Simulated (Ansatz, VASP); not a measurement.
**One calculation of HgTe, two programs**

```
Hg Te
1.0
     0.00000    3.00315    3.00315
     3.00315    0.00000    3.00315
     3.00315    3.00315    0.00000
Hg Te
1 1
Direct
  0.00000 0.00000 0.00000
  0.50000 0.50000 0.50000
```

Alike in both runs: functional PBEsol; k mesh 12 × 12 × 12; occupations gaussian, width 0.1 eV; no spin polarisation.

Ansatz relaxed the structure, and its values are those at the end. VASP's run is a single point on that final structure, the one shown.

|  | VASP | Ansatz |
| --- | --- | --- |
| version | VASP 6.6.1 | Ansatz 0.2.0 |
| potentials or method | VASP PAW PBE potentials, release 64 (Hg, Te), cutoff 520 eV | scalar-relativistic, plane waves, PAW |
| valence electrons in the cell | 18 | 36 |

```tsv
	VASP	Ansatz	Ansatz less VASP
gap on the k mesh at the Fermi level (eV)	none	none	-
pressure (GPa)	0.2	0.0	-0.20
```

VASP's potentials were made for PBE, not for PBEsol. A gap of «none» marks a metal or a gap that the smearing closes. With one functional, cell and mesh, what is left measures potentials, basis and numerics. VASP's potentials hold 18 valence electrons a cell and Ansatz's 36, so a difference there can come from the potentials and not from the codes.

Neither program's run includes spin-orbit coupling.
